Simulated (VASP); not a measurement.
Set up this calculation in VASP 6.6.1, as the native input.

```
Task                   : single point
Functional             : PBEsol
Potentials or basis    : VASP PAW PBE potentials, release 64 (Al, Si, N, C)
Cutoff                 : 700 eV
k mesh                 : 1 × 1 × 1, shifted
Occupations            : fermi-dirac, width 0.05 eV
Spin                   : no spin polarisation
Dipole correction      : no
Further INCAR settings : LREAL = Auto; ALGO = Normal; EDIFF = 1e-06; NBANDS = 246; ISYM = -1
```

The structure of Al5Si3C3N5 lies in POSCAR:

```
Al5Si3C3N5
1.0
    9.3461236307      0.0000000000      0.0000000000
    0.0000000000     10.7615490686      0.0000000000
    0.0000000000      0.0000000000     10.0322039784
Al Si N C
30 18 30 18
Direct
    0.1654460000      0.0839670000      0.2539960000
    0.1675940000      0.0790740000      0.7400050000
    0.0061710000      0.3301280000      0.2450570000
    0.4945520000      0.0888940000      0.2467160000
    0.3341880000      0.3313520000      0.2457690000
    0.3397860000      0.3370840000      0.7462480000
    0.1698980000      0.5834620000      0.2434550000
    0.0005720000      0.8324130000      0.7507000000
    0.8394490000      0.0895000000      0.2449250000
    0.6642440000      0.3324180000      0.2496930000
    0.5025210000      0.5832560000      0.2474420000
    0.3325650000      0.8328110000      0.2476880000
    0.3309290000      0.8332010000      0.7482470000
    0.8289360000      0.5821940000      0.2553470000
    0.8302620000      0.5806840000      0.7490440000
    0.6667820000      0.8373130000      0.2535090000
    0.6684120000      0.8381280000      0.7502390000
    0.0079620000      0.1665640000      0.9993450000
    0.3250640000      0.1695640000      0.9990330000
    0.0013310000      0.6639460000      0.4981330000
    0.6661900000      0.1678430000      0.4985180000
    0.5032290000      0.4191720000      0.4949800000
    0.4987220000      0.4173110000      0.0027010000
    0.1656850000      0.9139510000      0.4927140000
    0.1634320000      0.9208390000      0.0005740000
    0.8311470000      0.4149240000      0.4853470000
    0.8329450000      0.4144660000      0.0121780000
    0.6649250000      0.6708940000      0.4966370000
    0.4967150000      0.9172240000      0.4997000000
    0.8354180000      0.9233290000      0.4947440000
    0.9949240000      0.3346380000      0.7515010000
    0.5034400000      0.0824270000      0.7444490000
    0.1653820000      0.5852520000      0.7461730000
    0.0007590000      0.8333550000      0.2458960000
    0.8321480000      0.0810180000      0.7498220000
    0.6682250000      0.3285870000      0.7520600000
    0.5050070000      0.5836910000      0.7472530000
    0.0013440000      0.1685890000      0.4983630000
    0.3337040000      0.1656530000      0.4985660000
    0.1683280000      0.4171720000      0.4993590000
    0.1678890000      0.4140740000      0.9987000000
    0.9902750000      0.6694910000      0.0049670000
    0.6708090000      0.1627270000      0.9968620000
    0.3355370000      0.6620320000      0.4985570000
    0.3435440000      0.6718010000      0.9994940000
    0.6665000000      0.6693460000      0.0089790000
    0.5020490000      0.9166930000      0.0037790000
    0.8359140000      0.9149200000      0.0052420000
    0.0033450000      0.1674570000      0.1844780000
    0.9900170000      0.1766620000      0.6884960000
    0.3454280000      0.1659510000      0.6907770000
    0.1669610000      0.4208770000      0.1733430000
    0.1541470000      0.4184850000      0.6860240000
    0.9992540000      0.6713430000      0.1828850000
    0.0040160000      0.6559240000      0.6942450000
    0.6681140000      0.1595580000      0.1707500000
    0.3298710000      0.6689290000      0.1714810000
    0.8337930000      0.4076260000      0.6941630000
    0.6652660000      0.6703530000      0.6944810000
    0.5024930000      0.9186330000      0.1769870000
    0.5014830000      0.9235160000      0.6975130000
    0.8393690000      0.9150560000      0.1851920000
    0.8333970000      0.9235270000      0.6891360000
    0.1690410000      0.0835220000      0.9277000000
    0.0133820000      0.3329000000      0.4500570000
    0.5053470000      0.0754530000      0.9320350000
    0.3219450000      0.3304030000      0.4568130000
    0.3228790000      0.3425130000      0.9330640000
    0.1655340000      0.5866190000      0.9375820000
    0.9928390000      0.8268520000      0.4250570000
    0.6661350000      0.3318590000      0.4408820000
    0.6675680000      0.3210450000      0.9342220000
    0.3348810000      0.8211180000      0.4397340000
    0.3473170000      0.8336140000      0.9456310000
    0.8336760000      0.5853990000      0.4494720000
    0.8304330000      0.5905570000      0.9423180000
    0.6678510000      0.8399810000      0.4430840000
    0.6655610000      0.8384010000      0.9469560000
    0.3277380000      0.1664130000      0.1841410000
    0.6687990000      0.1647110000      0.7001240000
    0.4978430000      0.4158120000      0.1904570000
    0.5168550000      0.4199550000      0.6967630000
    0.3329540000      0.6559800000      0.6903450000
    0.1579670000      0.9114670000      0.1948500000
    0.1642770000      0.9112110000      0.6858480000
    0.8384400000      0.4143800000      0.2011310000
    0.6705370000      0.6748960000      0.1843100000
    0.1657470000      0.0941800000      0.4555720000
    0.0079610000      0.3425260000      0.9300940000
    0.4917250000      0.0869350000      0.4421490000
    0.1722850000      0.5761670000      0.4393230000
    0.9874720000      0.8255610000      0.9444180000
    0.8436510000      0.0936390000      0.4383770000
    0.8299200000      0.0753910000      0.9365910000
    0.4946180000      0.5903530000      0.4416530000
    0.5054490000      0.5952650000      0.9332060000
```

The input as run:

INCAR

```
SYSTEM = Al5Si3C3N5
PREC     = Accurate       ! precision mode
ENCUT    = 700            ! plane-wave cutoff, eV
EDIFF    = 1E-6           ! SCF threshold, eV
ISMEAR   = -1             ! smearing method
SIGMA    = 0.05           ! smearing width, eV
LREAL    = Auto         
LASPH    = .True.         ! aspherical terms in the spheres
NELM     = 120            ! most SCF steps
ALGO     = Normal         ! electronic algorithm
ISIF     = 2              ! what is computed and relaxed
LWAVE    = .False.        ! write WAVECAR
LCHARG   = .False.        ! write CHGCAR
GGA      = PS             ! functional
ISYM     = -1           
NBANDS   = 246            ! bands
GGA_COMPAT= .False.
```

KPOINTS

```
explicit points
1
Reciprocal
  0.25000000   0.25000000   0.25000000 1
```

Potentials or basis: VASP PAW PBE potentials, release 64 (Al, Si, N, C).

The run is started by

```console
$ cat potpaw_PBE.64/Al/POTCAR potpaw_PBE.64/Si/POTCAR potpaw_PBE.64/N/POTCAR potpaw_PBE.64/C/POTCAR > POTCAR
$ mpirun -np 1 vasp_std > vasp.out
```

Results of the run:

The pressure is 0.0 GPa. The largest force is 0.047 eV/Å and the band gap on the k mesh is 2.23 eV.

Caveat: the PAW data sets were made with another functional, which shifts forces and pressure a little; a shifted mesh leaves out Γ, where band edges can lie.

Wall time 12 min on 1 thread of AMD EPYC 9R45 96-Core Processor (Zen 5) (shared host), peak memory 1.4 GiB.
